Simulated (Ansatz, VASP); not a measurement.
# One calculation of Au, two programs

The input INCAR:

```
SYSTEM = Au
ALGO     = Normal         ! electronic algorithm
EDIFF    = 1E-6           ! SCF threshold, eV
ENCUT    = 500            ! plane-wave cutoff, eV
GGA      = PS             ! functional
GGA_COMPAT= .FALSE.      
ISIF     = 2              ! what is computed and relaxed
ISMEAR   = -4             ! smearing method
LASPH    = .TRUE.         ! aspherical terms in the spheres
LCHARG   = .FALSE.        ! write CHGCAR
LREAL    = .FALSE.        ! projectors in reciprocal space
LWAVE    = .FALSE.        ! write WAVECAR
NBANDS   = 18             ! bands
NELM     = 120            ! most SCF steps
PREC     = Accurate       ! precision mode
SIGMA    = 0.1            ! smearing width, eV
```

The input KPOINTS:

```
k-points
0
G
  12 12 8
  0 0 0
```

POSCAR

```
Au
1.0
    2.9239890447      0.0000000000      0.0000000000
   -1.4619945224      2.5322487931      0.0000000000
    0.0000000000      0.0000000000      4.6616182451
Au
2
Direct
    0.3333333333      0.6666666667      0.7500000000
    0.6666666667      0.3333333333      0.2500000000
```

Input for Ansatz:

```yaml
crystal:
  lattice:
    - [2.9239890447, 0.0, 0.0]
    - [-1.4619945224, 2.5322487931, 0.0]
    - [0.0, 0.0, 4.6616182451]
  atoms:
    - { symbol: Au, position: [0.3333333333, 0.6666666667, 0.75] }
    - { symbol: Au, position: [0.6666666667, 0.3333333333, 0.25] }
basis:
  ecutwfc: 420
  precision: f64
kpoints:
  mp_grid: { grid: [12, 12, 8] }
hamiltonian:
  xc: pbesol
scf:
  occupations: { method: tetrahedron_uncorrected }
  eigensolver: { kind: davidson }
  lower_state_search: "off"
output:
  forces: true
  eigenvalues: true
  stress: true
```

Alike in both runs: task single point; functional PBEsol; k mesh 12 × 12 × 8; no spin polarisation.

```csv
,VASP,Ansatz
version,VASP 6.6.1,Ansatz 0.2.0
potentials or method,"VASP PAW PBE potentials, release 64 (Au), cutoff 500 eV","scalar-relativistic, plane waves, PAW"
occupations,tetrahedron,tetrahedron-uncorrected
valence electrons in the cell,22,38
```

```tsv
	VASP	Ansatz	Ansatz less VASP
gap on the k mesh at the Fermi level (eV)	none	none	-
pressure (GPa)	-2.1	-1.8	+0.27
traceless stress, the component that is largest in VASP (GPa)	2.40	2.42	+0.016
```

VASP's potentials were made for PBE, not for PBEsol. A gap of «none» marks a metal or a gap that the smearing closes. VASP's potentials hold 22 valence electrons a cell and Ansatz's 38, so a difference there can come from the potentials and not from the codes. Ansatz's warnings: band table not solved further.

Spin-orbit coupling is off throughout.
